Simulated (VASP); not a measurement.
# CdSe (F-43m) in VASP: notebook

CdSe is run at these levels: BHLYP, PBE+D4; tasks: single point.

Everything below comes from runs of VASP 6.6.1. Logs are shortened: lines on timing, memory, paths and dates and some standing lists are left out, and cuts for length are marked.

### 1 The cell of the first run

The structure is cubic, space group F-43m (No. 216). The conventional cell has a = 6.181 Å, b = 6.181 Å, c = 6.181 Å, α = 90.00°, β = 90.00°, γ = 90.00°. Within 3.5 Å of Cd (site symmetry -43m) lie 4 Se at 2.68 Å. Within 3.5 Å of Se (site symmetry -43m) lie 4 Cd at 2.68 Å.

### 2 Single point, BHLYP

POSCAR reads:

```
CdSe
1.0
    0.0000000000      3.0906047130      3.0906047130
    3.0906047130      0.0000000000      3.0906047130
    3.0906047130      3.0906047130      0.0000000000
Cd Se
1 1
Direct
    0.0000000000      0.0000000000      0.0000000000
    0.2500000000      0.2500000000      0.2500000000
```

INCAR.step1 reads:

```
  PREC = Accurate
  ENCUT = 520
  EDIFF = 1E-5
  ISMEAR = -1
  SIGMA = 0.05
  LREAL = F
  LASPH = T
  NELM = 80
  ALGO = Normal
  ISIF = 2
  LWAVE = T
  GGA = PE
  NBANDS = 16
```

INCAR.step2 reads:

```
  PREC = Accurate
  ENCUT = 520
  EDIFF = 1E-6
  ISMEAR = -1
  SIGMA = 0.05
  LREAL = F
  LASPH = T
  NELM = 80
  ALGO = Normal
  ISIF = 2
  LWAVE = F
  LCHARG = T
  GGA = B5
  LHFCALC = T
  AEXX = 0.5
  ALDAX = 0.5
  AGGAX = 0.5
  AGGAC = 1.0
  ALDAC = 0.0
  PRECFOCK = Normal
  LELF = T
  LVHAR = T
  ISTART = 1
  NBANDS = 16
```

KPOINTS reads:

```
regular mesh
0
Gamma
  4 4 4
```

Potentials or basis: VASP PAW PBE potentials, release 64 (Cd, Se).

Command:

```
$ cat potpaw_PBE.64/Cd/POTCAR potpaw_PBE.64/Se/POTCAR > POTCAR
$ cp INCAR.step1 INCAR
$ mpirun -np 1 vasp_std > vasp.out
$ cp INCAR.step2 INCAR
$ mpirun -np 1 vasp_std > vasp.out
```

OUTCAR:

```text
PREC = Accurate
   ENCUT = 520
   EDIFF = 1E-6
   ISMEAR = -1
   LREAL = F
   LASPH = T
   NELM = 80
   ISIF = 2
   GGA = B5
   LHFCALC = T
   AEXX = 0.5
   PRECFOCK = Normal
   ISTART = 1

 ion  position               nearest neighbor table
   1  0.000  0.000  0.000-   2 2.68   2 2.68   2 2.68   2 2.68
   2  0.250  0.250  0.250-   1 2.68   1 2.68   1 2.68   1 2.68

  LATTYP: Found a face centered cubic cell.
 ALAT       =     6.1812094260

  Lattice vectors:

 A1 = (   0.0000000000,   3.0906047130,   3.0906047130)
 A2 = (   3.0906047130,   0.0000000000,   3.0906047130)
 A3 = (   3.0906047130,   3.0906047130,   0.0000000000)

Analysis of symmetry for initial positions (statically):
=====================================================================
 Subroutine PRICEL returns:
 Original cell was already a primitive cell.

 Routine SETGRP: Setting up the symmetry group for a
 face centered cubic supercell.

 Subroutine GETGRP returns: Found 24 space group operations
 (whereof 24 operations were pure point group operations)
 out of a pool of 48 trial point group operations.

The static configuration has the point symmetry T_d .

Analysis of symmetry for dynamics (positions and initial velocities):
=====================================================================
 Subroutine PRICEL returns:
 Original cell was already a primitive cell.

 Routine SETGRP: Setting up the symmetry group for a
 face centered cubic supercell.

 Subroutine GETGRP returns: Found 24 space group operations
 (whereof 24 operations were pure point group operations)
 out of a pool of 48 trial point group operations.

The dynamic configuration has the point symmetry T_d .

 Subroutine INISYM returns: Found 24 space group operations
 (whereof 24 operations are pure point group operations),
 and found     1 'primitive' translations

----------------------------------------------------------------------------------------

                                     Primitive cell

  volume of cell :      59.0419

  direct lattice vectors                    reciprocal lattice vectors
     0.000000000  3.090604713  3.090604713    -0.161780637  0.161780637  0.161780637
     3.090604713  0.000000000  3.090604713     0.161780637 -0.161780637  0.161780637
     3.090604713  3.090604713  0.000000000     0.161780637  0.161780637 -0.161780637

  length of vectors
     4.370775101  4.370775101  4.370775101     0.280212283  0.280212283  0.280212283
[... 70 lines left out ...]
   ISIF   =      2    stress and relaxation
   ISYM   =      3    0-nonsym 1-usesym 2-fastsym
   POTIM  = 0.5000    time-step for ionic-motion
   TEBEG  =    0.0;   TEEND  =   0.0 temperature during run
   PSTRESS=    0.0 pullay stress
   NELECT =      18.0000    total number of electrons
   NUPDOWN=      -1.0000    fix difference up-down
   EMIN   =  10.00;   EMAX   =-10.00  energy-range for DOS
   EFERMI =   0.00;   METHOD = LEGACY
   ISMEAR =    -1;   SIGMA  =   0.05  broadening in eV -4-tet -1-fermi 0-gaus
   EFERMI_NEDOS =   21; number of points for ismear=-14 and -15
   IALGO  =     38    algorithm
   IMIX   =      1    mixing-type and parameters
     AMIX     =   0.40;   BMIX     =  1.00
     AMIX_MAG =   1.60;   BMIX_MAG =  1.00
  volume/ion in A,a.u.               =      29.52       199.22
  Fermi-wavevector in a.u.,A,eV,Ry     =   1.101824  2.082145 16.517690  1.214016
  Thomas-Fermi vector in A             =   2.238257
   LORBIT       =      0    0 simple, 1 ext, 2 COOP (PROOUT), +10 PAW based schemes
   GGA     = B5    functional components
   LHFCALC =     T    Hartree Fock is set to
   PRECFOCK=normal    Normal, Fast or Accurate (Low or Medium for compatibility)
   ENCUT4O =  -1.0   cutoff for four orbital integrals eV
   NKREDX  =     1    reduce k-point grid by
   NKREDY  =     1    reduce k-point grid by
   NKREDZ  =     1    reduce k-point grid by
   AEXX    =    0.5000 exact exchange contribution
   HFSCREEN=    0.0000 screening length (either q_TF or 0.3 A-1)
   HFSCREENC=   0.0000 screening length for correlation (either q_TF or 0.3 A-1)
   ENCUTFOCK=  -1.0 apply spherical cutoff to Coloumb kernel
   IVDW    =     0    specifies the selected vdW correction
   LEPSILON=     F    determine dielectric tensor
   LRPA    =     F    only Hartree local field effects (RPA)
 non-spin polarized calculation
  energy-cutoff  :      520.00
  volume of cell :       59.04
 maximum number of plane-waves:      1639
 NGX is ok and might be reduce to    36
  NGX = 28; NGY = 28; NGZ = 28

 number of electron      17.9999999 magnetization

 Free energy of the ion-electron system (eV)
  ---------------------------------------------------
  ext. energy  EPLUGINS =         0.00000000
  ---------------------------------------------------
  free energy    TOTEN  =        -8.54760653 eV

  energy without entropy =       -8.54760653  energy(sigma->0) =       -8.54760653

 E-fermi :   0.0718     XC(G=0):  -4.5796

 val. band max:       -1.0275513652   @ k =   0.0000   0.0000   0.0000
 cond. band min:       2.7911286708   @ k =   0.0000   0.0000   0.0000
 fundamental gap:      3.8186800360
 Fermi energy:         0.0718066628

 k-point     1 :       0.0000    0.0000    0.0000
  band No.  band energies     occupation
      1     -15.6375      2.00000
      2     -11.3644      2.00000
      3     -11.3644      2.00000
      4     -11.3644      2.00000
      5     -11.0361      2.00000
      6     -11.0361      2.00000
[... 129 lines left out ...]
      3     -11.1933      2.00000
      4     -11.0717      2.00000
      5     -11.0308      2.00000
      6     -10.5054      2.00000
[... 8 lines left out ...]
     15      15.3740      0.00000
     16      16.1140      0.00000

------------------------ aborting loop because EDIFF is reached ----------------------------------------

  FORCE on cell =-STRESS in cart. coord.  units (eV):
  Direction    XX          YY          ZZ          XY          YZ          ZX
  --------------------------------------------------------------------------------------
  -------------------------------------------------------------------------------------
  Total        0.1125394      0.1125394      0.1125394     -0.0000000     -0.0000000      0.0000000
  in kB        3.0538993      3.0538993      3.0538993     -0.0000000     -0.0000000      0.0000000
  external PRESSURE =       3.0538993 kB  Pullay stress =       0.0000000 kB

 VOLUME and BASIS-vectors are now :
 -----------------------------------------------------------------------------
  energy-cutoff  :      520.00
  volume of cell :       59.04
      direct lattice vectors                 reciprocal lattice vectors
     0.000000000  3.090604713  3.090604713    -0.161780637  0.161780637  0.161780637
     3.090604713  0.000000000  3.090604713     0.161780637 -0.161780637  0.161780637
     3.090604713  3.090604713  0.000000000     0.161780637  0.161780637 -0.161780637

 POSITION                                       TOTAL-FORCE (eV/Angst)
 -----------------------------------------------------------------------------------
      0.00000      0.00000      0.00000         0.000000      0.000000      0.000000
      1.54530      1.54530      1.54530        -0.000000     -0.000000     -0.000000
 -----------------------------------------------------------------------------------
    total drift:                                0.000027      0.000030      0.000011

  FREE ENERGIE OF THE ION-ELECTRON SYSTEM (eV)
  ---------------------------------------------------
  free  energy   TOTEN  =        -8.5476065259 eV

  energy  without entropy=       -8.5476065258  energy(sigma->0) =       -8.54760653
```

OUTCAR.step1:

```text
PREC = Accurate
   ENCUT = 520
   EDIFF = 1E-5
   ISMEAR = -1
   LREAL = F
[... 355 lines left out ...]
      0.00000      0.00000      0.00000        -0.000000     -0.000000     -0.000000
      1.54530      1.54530      1.54530         0.000000      0.000000      0.000000
 -----------------------------------------------------------------------------------
    total drift:                               -0.000000     -0.000000     -0.000000

  FREE ENERGIE OF THE ION-ELECTRON SYSTEM (eV)
  ---------------------------------------------------
  free  energy   TOTEN  =        -5.4524201611 eV

  energy  without entropy=       -5.4521885615  energy(sigma->0) =       -5.45230436
```

Wall time 13 min (1 thread of Intel Xeon Platinum 8375C at 2.90GHz (Ice Lake), shared host); peak memory 0.22 GiB.

What came out:

```
Free energy            : -8.5476 eV
Pressure               : 0.3 GPa
Band gap on the k mesh : 3.82 eV
```

Levels at points of the mesh, in eV from the valence-band top:
| k point | band 5 | band 6 | band 7 | band 8 | band 9 | band 10 | band 11 | band 12 | band 13 | band 14 |
| --- | --- | --- | --- | --- | --- | --- | --- | --- | --- | --- |
| (0.00, 0.00, 0.00) | -10.01 | -10.01 | 0.00 | 0.00 | 0.00 | 3.82 | 9.55 | 9.55 | 9.55 | 13.56 |
| (0.50, 0.00, 0.00) | -9.99 | -9.68 | -4.69 | -0.78 | -0.78 | 5.77 | 10.02 | 10.02 | 10.97 | 13.75 |
| (0.50, 0.50, 0.00) | -9.97 | -9.58 | -4.41 | -1.94 | -1.94 | 6.39 | 7.20 | 12.82 | 14.13 | 14.13 |

Caveat: the k points lie up to 0.44 Å⁻¹ apart; the PAW data sets were made with another functional, which shifts forces and pressure a little.

### 3 Single point, BHLYP

This run uses another cell than the first one, of 30.10 Å³/atom.

POSCAR reads:

```
CdSe
1.0
    0.0000000000      3.1106741371      3.1106741371
    3.1106741371      0.0000000000      3.1106741371
    3.1106741371      3.1106741371      0.0000000000
Cd Se
1 1
Direct
    0.0000000000      0.0000000000      0.0000000000
    0.2500000000      0.2500000000      0.2500000000
```

INCAR.step1 reads:

```
SYSTEM = CdSe
PREC     = Accurate       ! precision mode
ENCUT    = 520            ! plane-wave cutoff, eV
EDIFF    = 1E-5           ! SCF threshold, eV
ISMEAR   = -1             ! smearing method
SIGMA    = 0.05           ! smearing width, eV
LREAL    = .FALSE.        ! projectors in reciprocal space
LASPH    = .TRUE.         ! aspherical terms in the spheres
NELM     = 80             ! most SCF steps
ALGO     = Normal         ! electronic algorithm
ISIF     = 2              ! what is computed and relaxed
LWAVE    = .TRUE.         ! write WAVECAR
LCHARG   = .FALSE.        ! write CHGCAR
NBANDS   = 16             ! bands
GGA      = PE             ! functional
```

INCAR.step2 reads:

```
SYSTEM = CdSe
PREC     = Accurate       ! precision mode
ENCUT    = 520            ! plane-wave cutoff, eV
EDIFF    = 1E-7           ! SCF threshold, eV
ISMEAR   = -1             ! smearing method
SIGMA    = 0.05           ! smearing width, eV
LREAL    = .FALSE.        ! projectors in reciprocal space
LASPH    = .TRUE.         ! aspherical terms in the spheres
NELM     = 80             ! most SCF steps
ALGO     = Normal         ! electronic algorithm
ISIF     = 2              ! what is computed and relaxed
LWAVE    = .FALSE.        ! write WAVECAR
LCHARG   = .FALSE.        ! write CHGCAR
GGA      = B5             ! functional
LHFCALC  = .TRUE.         ! exact exchange
AEXX     = 0.5            ! exact-exchange fraction
ALDAX    = 0.5          
AGGAX    = 0.5          
AGGAC    = 1.0          
ALDAC    = 0.0          
PRECFOCK = Normal       
NBANDS   = 16             ! bands
ISTART   = 1
```

KPOINTS reads:

```
regular mesh
0
G
  4 4 4
  0 0 0
```

Potentials or basis: VASP PAW PBE potentials, release 64 (Cd, Se).

Command:

```
$ cat potpaw_PBE.64/Cd/POTCAR potpaw_PBE.64/Se/POTCAR > POTCAR
$ cp INCAR.step1 INCAR
$ mpirun -np 1 vasp_std > vasp.out
$ cp INCAR.step2 INCAR
$ mpirun -np 1 vasp_std > vasp.out
```

It took 17 min on 1 thread of Intel Xeon Platinum 8375C at 2.90GHz (Ice Lake), shared host; peak memory 0.21 GiB.

Results (log left out):

| Quantity | Value |
| --- | --- |
| Free energy | -8.5464 eV |
| Pressure | -0.7 GPa |
| Band gap on the k mesh | 3.75 eV |

Levels at points of the mesh, in eV from the valence-band top:
| k point | band 6 | band 7 | band 8 | band 9 | band 10 | band 11 | band 12 | band 13 |
| --- | --- | --- | --- | --- | --- | --- | --- | --- |
| (0.00, 0.00, 0.00) | -9.99 | 0.00 | 0.00 | 0.00 | 3.75 | 9.53 | 9.53 | 9.53 |
| (0.50, 0.00, 0.00) | -9.68 | -4.57 | -0.75 | -0.75 | 5.73 | 9.99 | 9.99 | 10.89 |
| (0.50, 0.50, 0.00) | -9.58 | -4.31 | -1.87 | -1.87 | 6.41 | 7.16 | 12.70 | 13.99 |

Caveat: the k points lie up to 0.44 Å⁻¹ apart; the PAW data sets were made with another functional, which shifts forces and pressure a little.

### 4 Single point, BHLYP

This run uses another cell than the first one, of 30.68 Å³/atom.

POSCAR reads:

```
CdSe
1.0
    0.0000000000      3.1304878824      3.1304878824
    3.1304878824      0.0000000000      3.1304878824
    3.1304878824      3.1304878824      0.0000000000
Cd Se
1 1
Direct
    0.0000000000      0.0000000000      0.0000000000
    0.2500000000      0.2500000000      0.2500000000
```

INCAR.step1 reads:

```
PREC = Accurate
ENCUT = 520
EDIFF = 1E-5
ISMEAR = -1
SIGMA = 0.05
LREAL = F
LASPH = T
NELM = 60
ALGO = Normal
ISIF = 2
LWAVE = T
GGA = PE
NBANDS = 16
```

INCAR.step2 reads:

```
PREC = Accurate
ENCUT = 520
EDIFF = 1E-6
ISMEAR = -1
SIGMA = 0.05
LREAL = F
LASPH = T
NELM = 60
ALGO = Normal
ISIF = 2
LWAVE = F
LCHARG = T
GGA = B5
LHFCALC = T
AEXX = 0.5
ALDAX = 0.5
AGGAX = 0.5
AGGAC = 1.0
ALDAC = 0.0
PRECFOCK = Normal
LELF = T
LVHAR = T
ISTART = 1
NBANDS = 16
```

KPOINTS reads:

```
Automatic mesh
0
Gamma
  4 4 4
```

Command:

```
$ cat potpaw_PBE.64/Cd/POTCAR potpaw_PBE.64/Se/POTCAR > POTCAR
$ cp INCAR.step1 INCAR
$ mpirun -np 1 vasp_std > vasp.out
$ cp INCAR.step2 INCAR
$ mpirun -np 1 vasp_std > vasp.out
```

Run time: 13 min. Hardware: 1 thread of Intel Xeon Platinum 8375C at 2.90GHz (Ice Lake), shared host; peak memory 0.21 GiB.

The run converged. Its results:

```yaml
Free_energy: -8.5385 eV
Pressure: -1.6 GPa
Band_gap_on_the_k_mesh: 3.69 eV
```

Levels at points of the mesh, in eV from the valence-band top:
```csv
k point,band 5,band 6,band 7,band 8,band 9,band 10,band 11,band 12,band 13,band 14
"(0.00, 0.00, 0.00)",-9.98,-9.98,0.00,0.00,0.00,3.69,9.51,9.51,9.51,13.34
"(0.50, 0.00, 0.00)",-9.97,-9.68,-4.46,-0.73,-0.73,5.68,9.97,9.97,10.81,13.57
"(0.50, 0.50, 0.00)",-9.94,-9.58,-4.22,-1.81,-1.81,6.42,7.12,12.58,13.85,13.85
```

Caveat: the k points lie up to 0.43 Å⁻¹ apart; the PAW data sets were made with another functional, which shifts forces and pressure a little.

### 5 Single point, PBE+D4, collinear spin (27.21 Å³/atom)

This run uses another cell than the first one, of 27.21 Å³/atom.

INCAR reads:

```
ALGO = Normal ; EDIFF = 1E-6
ENCUT = 520 ; GGA = PE
ISIF = 2 ; ISMEAR = -1
ISPIN = 2 ; IVDW = 13
LASPH = True ; LCHARG = False
LORBIT = 11 ; LREAL = False
LWAVE = False ; MAGMOM = 1 0
NBANDS = 20 ; NELM = 150
NUPDOWN = 1.0 ; PREC = Accurate
SIGMA = 0.05
```

KPOINTS reads:

```
k-points
0
Gamma
  8 8 8
```

POSCAR reads:

```
CdSe
1.0
    0.0000000000      3.0075950161      3.0075950161
    3.0075950161      0.0000000000      3.0075950161
    3.0075950161      3.0075950161      0.0000000000
Cd Se
1 1
Direct
    0.0000000000      0.0000000000      0.0000000000
    0.2500000000      0.2500000000      0.2500000000
```

Command:

```
$ cat potpaw_PBE.64/Cd/POTCAR potpaw_PBE.64/Se/POTCAR > POTCAR
$ mpirun -np 1 vasp_std > vasp.out
```

It took 59 s on 1 thread of Intel Xeon 8259CL, shared host; peak memory 0.23 GiB.

The run converged. Its results:

```yaml
Free_energy: -4.3347 eV
Pressure: 7.0 GPa
Net_moment: 1.00 μB per cell
Site_moments: Cd +0.17; Se +0.40 μB
Valence_electrons_inside_the_program's_atomic_spheres: Cd 10.36; Se 3.82
Dispersion_energy_per_atom: -0.336 eV
```

Caveat: the cell stands under pressure; the total moment is fixed, so each spin has its own Fermi level.

### 6 The runs side by side

```tsv
level	spin	fixed moment (μB)	cell	k mesh	grid for exact exchange (PRECFOCK)	share of exact exchange	gap on the mesh (eV)	pressure (GPa)
BHLYP	off	-	a = 4.371 Å, angles 60.0°, 2 atoms	4 × 4 × 4	Normal	0.5	3.82	0.3
BHLYP	off	-	a = 4.399 Å, angles 60.0°, 2 atoms	4 × 4 × 4	Normal	0.5	3.75	-0.7
BHLYP	off	-	a = 4.427 Å, angles 60.0°, 2 atoms	4 × 4 × 4	Normal	0.5	3.69	-1.6
PBE+D4	collinear	1.0	a = 4.253 Å, angles 60.0°, 2 atoms	8 × 8 × 8	-	-	-	7.0
```

Alike in all rows: task single point; potentials or basis VASP PAW PBE potentials, release 64 (Cd, Se); cutoff (eV) 520; smearing fermi-dirac 0.05 eV.

Caveats: some runs use coarse meshes; the PAW data sets were made with another functional, which shifts forces and pressure a little (at least some runs); the cell stands under pressure (at least some runs); the total moment is fixed, so each spin has its own Fermi level (at least some runs).

Total energies depend on the potentials used, so only differences within one code and one set of settings carry meaning.
